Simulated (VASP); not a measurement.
A run of VASP 6.6.1 is set up as follows.

File INCAR:

```
SYSTEM = Ti3HN3
ALGO     = Normal         ! electronic algorithm
DIPOL    = 0.5 0.5 0.333
EDIFF    = 1E-6           ! SCF threshold, eV
ENCUT    = 520            ! plane-wave cutoff, eV
GGA      = PE             ! functional
IDIPOL   = 3            
ISIF     = 2              ! what is computed and relaxed
ISMEAR   = 0              ! smearing method
LASPH    = .True.         ! aspherical terms in the spheres
LCHARG   = .False.        ! write CHGCAR
LDIPOL   = .True.       
LREAL    = .False.        ! projectors in reciprocal space
LWAVE    = .False.        ! write WAVECAR
NBANDS   = 35             ! bands
NELM     = 80             ! most SCF steps
PREC     = Accurate       ! precision mode
SIGMA    = 0.1            ! smearing width, eV
```

File KPOINTS:

```
k-points
0
Gamma
  9 9 1
  0 0 0
```

The input POSCAR:

```
Ti3HN3
1.0
    3.0028555065      0.0000000000      0.0000000000
    0.0000000000      3.0028555065      0.0000000000
    0.0000000000      0.0000000000     19.7584945265
Ti N H
3 3 1
Direct
    0.5000000000      0.5000000000      0.2024445736
    0.0000000000      0.0000000000      0.3072496201
    0.5000000000      0.5000000000      0.4076776418
    0.0000000000      0.0000000000      0.2024445736
    0.5000000000      0.5000000000      0.3055678856
    0.0000000000      0.0000000000      0.4179718508
    0.1250000000      0.5000000000      0.4858234721
```

Potentials or basis: VASP PAW PBE potentials, release 64 (Ti_sv, N, H).

The run is started by

```sh
$ cat potpaw_PBE.64/Ti_sv/POTCAR potpaw_PBE.64/N/POTCAR potpaw_PBE.64/H/POTCAR > POTCAR
$ mpirun -np 1 vasp_std > vasp.out
```

(1) Estimate the largest force.

(2) Predict the band gap on the k mesh.

Results:

(1) 2.679 eV/Å.

(2) zero (band 26 reaches 1.80 eV, above the bottom of band 27 at 0.03 eV).
